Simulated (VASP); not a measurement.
**LiHf8O16 (a cell with a defect) (Li interstitial hop between voids): relaxation of the atoms with PBE**

The system is LiHf8O16 (a cell with a defect) (Li interstitial hop between voids).

```
Hf O Li
1.0
    -0.89291    5.21249    5.27760
     4.26871    0.00000    5.27256
     5.16162    5.21249   -0.00503
Hf O Li
8 16 1
Cartesian
  0.7945 2.4075 3.7202
  5.0595 7.5952 9.0097
  8.1426 4.9366 4.1697
  3.0315 4.9890 4.1743
  3.4882 2.8250 1.5343
  7.7466 8.0423 6.8080
  5.5088 5.4350 6.3594
  0.3443 5.4360 6.3759
  6.6080 3.8718 5.1471
  1.4464 3.8718 5.1522
  2.3525 1.2629 2.7593
  6.6617 6.4794 8.0269
  7.0911 6.5532 5.3929
  1.9294 6.5532 5.3980
  1.9250 3.9640 2.5191
  6.1260 9.1820 7.8129
  0.0355 1.7132 1.8384
  4.4198 7.0767 6.9701
  4.5920 4.4584 0.9345
  3.7867 4.3194 6.0729
  4.2332 3.4993 3.4341
  8.3968 8.5634 8.8568
  4.8713 5.9591 4.3249
  3.8578 6.1055 9.7498
  4.9137 2.7607 5.4471
```

```yaml
Program: VASP 6.6.1
Task: relaxation of the atoms
Functional: PBE
Potentials_or_basis: VASP PAW PBE potentials, release 64 (Hf_pv, O, Li_sv)
Cutoff: 520 eV
k_mesh: 1 × 1 × 1
Occupations: fermi-dirac, width 0.01 eV
Spin: no spin polarisation
Dipole_correction: no
Charge: 1
Further_INCAR_settings: LREAL = Auto; ALGO = Normal; EDIFF = 1e-06; IBRION = 2; EDIFFG = -0.02; NSW = 90; NELECT = 178.0
```

```json
{
  "Energy gained by relaxing": "70.4 meV/atom",
  "Ionic steps": "24",
  "Largest force after relaxing": "0.018 eV/Å"
}
```

Forces in eV/Å, atoms in the order of the input:
```
Hf  -0.001 -0.008  0.006
Hf  -0.002 -0.001 -0.006
Hf   0.004 -0.001  0.003
Hf  -0.002  0.002 -0.006
Hf  -0.002  0.001 -0.007
Hf  -0.006 -0.010  0.012
Hf   0.004  0.016  0.001
Hf   0.007  0.003 -0.001
O    0.001  0.004  0.000
O    0.002 -0.008  0.005
O    0.005  0.006 -0.002
O   -0.002  0.003  0.000
O    0.007  0.002  0.003
O    0.003  0.006 -0.003
O    0.002 -0.016 -0.009
O    0.007  0.003  0.006
O   -0.003  0.000 -0.005
O    0.002  0.003 -0.008
O   -0.003  0.001 -0.005
O   -0.002 -0.004 -0.002
O   -0.008  0.005  0.001
O   -0.001  0.012  0.003
O   -0.013 -0.007 -0.003
O   -0.007 -0.006  0.007
Li   0.010 -0.005  0.012
```

The path:
| step | energy change (eV) | largest force (eV/Å) | pressure (GPa) |
| --- | --- | --- | --- |
| 1 | 0.0000 | 6.2774 | -5.44 |
| 2 | -0.4674 | 7.0393 | -4.47 |
| 3 | -1.2475 | 1.3201 | -5.75 |
| 4 | -1.5375 | 0.5042 | -5.76 |
| 5 | -1.5461 | 0.6626 | -5.70 |
| 6 | -1.6278 | 0.4859 | -5.85 |
| 7 | -1.6294 | 0.5178 | -5.85 |
| 8 | -1.6714 | 0.3674 | -6.00 |
| 9 | -1.6775 | 0.3387 | -6.07 |
| 10 | -1.7114 | 0.2847 | -6.20 |
| 11 | -1.7180 | 0.3002 | -6.28 |
| 12 | -1.7396 | 0.2068 | -6.38 |
| 13 | -1.7408 | 0.2259 | -6.40 |
| 14 | -1.7517 | 0.2088 | -6.57 |
| 15 | -1.7517 | 0.1909 | -6.57 |
| 16 | -1.7561 | 0.1265 | -6.67 |
| 17 | -1.7561 | 0.1264 | -6.67 |
| 18 | -1.7587 | 0.0724 | -6.73 |
| 19 | -1.7587 | 0.0767 | -6.73 |
| 20 | -1.7599 | 0.0416 | -6.77 |
| 21 | -1.7600 | 0.0503 | -6.78 |
| 22 | -1.7604 | 0.0448 | -6.79 |
| 23 | -1.7605 | 0.0393 | -6.79 |
| 24 | -1.7607 | 0.0182 | -6.80 |

Final structure:
```xyz
25
Lattice="-0.8929 5.2125 5.2776 4.2687 0.0000 5.2726 5.1616 5.2125 -0.0050" Properties=species:S:1:pos:R:3 pbc="T T T"
Hf    0.7853    2.3788    3.7313
Hf    5.1513    7.5374    8.9156
Hf    8.1982    4.9816    4.1743
Hf    3.0511    4.9660    4.1712
Hf    3.4825    2.8048    1.5472
Hf    7.6704    8.0493    6.8265
Hf    5.5602    5.4847    6.3632
Hf    0.3412    5.4130    6.3584
O     6.5522    3.8254    5.1495
O     1.4681    3.8620    5.1553
O     2.3399    1.2410    2.7565
O     6.6785    6.4512    8.0038
O     7.0814    6.5636    5.3922
O     1.9200    6.5483    5.3887
O     1.9307    3.9457    2.4984
O     6.1554    9.1493    7.7742
O     0.1017    1.8652    1.6695
O     4.4058    7.0560    6.9675
O     4.5741    4.4492    0.9253
O     3.7509    4.4139    6.1873
O     4.1892    3.3168    3.6380
O     8.4001    8.5678    8.8294
O     4.8351    5.9749    4.3386
O     3.9410    5.9711    9.6129
Li    4.7987    3.0435    5.6139
```

Levels at points of the mesh, in eV from the Fermi level:
```tsv
k point	band 86	band 87	band 88	band 89	band 90	band 91	band 92	band 93
(0.00, 0.00, 0.00)	-0.91	-0.62	-0.46	-0.27	4.00	4.47	4.53	4.68
```

It took 23 min on 1 thread of AMD EPYC 7R43 64-Core Processor (Zen 3) (shared host), peak memory 0.35 GiB.

Caveat: the k points lie up to 1.11 Å⁻¹ apart; the cell carries a net charge on a neutralising background, which shifts energy and pressure; the cell is charged against a uniform background, so pressure and absolute levels hang on convention; the cutoff is under 1.25 times the usual one of these potentials, so pressure, stress and relaxed cells hold a basis-set (Pulay) error; spin-orbit coupling is left out, which moves the levels of the heavy elements.
